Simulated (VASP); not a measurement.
A run of VASP 6.6.1 is set up as follows.

INCAR

```
SYSTEM = Ni
  PREC = Accurate
  ENCUT = 520
  EDIFF = 1E-7
  ISMEAR = 0
  SIGMA = 0.1
  LREAL = .False.
  LASPH = .True.
  NELM = 150
  ALGO = Normal
  ISIF = 2
  LWAVE = .False.
  LCHARG = .True.
  ISPIN = 2
  MAGMOM = 0.77
  LORBIT = 11
  LMAXMIX = 4
  GGA = PE
  LELF = .True.
  LVHAR = .True.
  NBANDS = 15
```

The input KPOINTS:

```
regular mesh
0
Gamma
  20 20 20
  0 0 0
```

The input POSCAR:

```
Ni
1.0
    0.0000000000      1.7592683797      1.7592683797
    1.7592683797      0.0000000000      1.7592683797
    1.7592683797      1.7592683797      0.0000000000
Ni
1
Direct
    0.5000000000      0.5000000000      0.5000000000
```

Potentials or basis: VASP PAW PBE potentials, release 64 (Ni).

The run is started by

```sh
$ cat potpaw_PBE.64/Ni/POTCAR > POTCAR
$ mpirun -np 1 vasp_std > vasp.out
```

Q: Predict the pressure.

A: -0.1 GPa.

Q: Predict the net moment.

A: 0.63 μB per cell.

Q: Estimate the site moments.

A: Ni +0.64 μB.
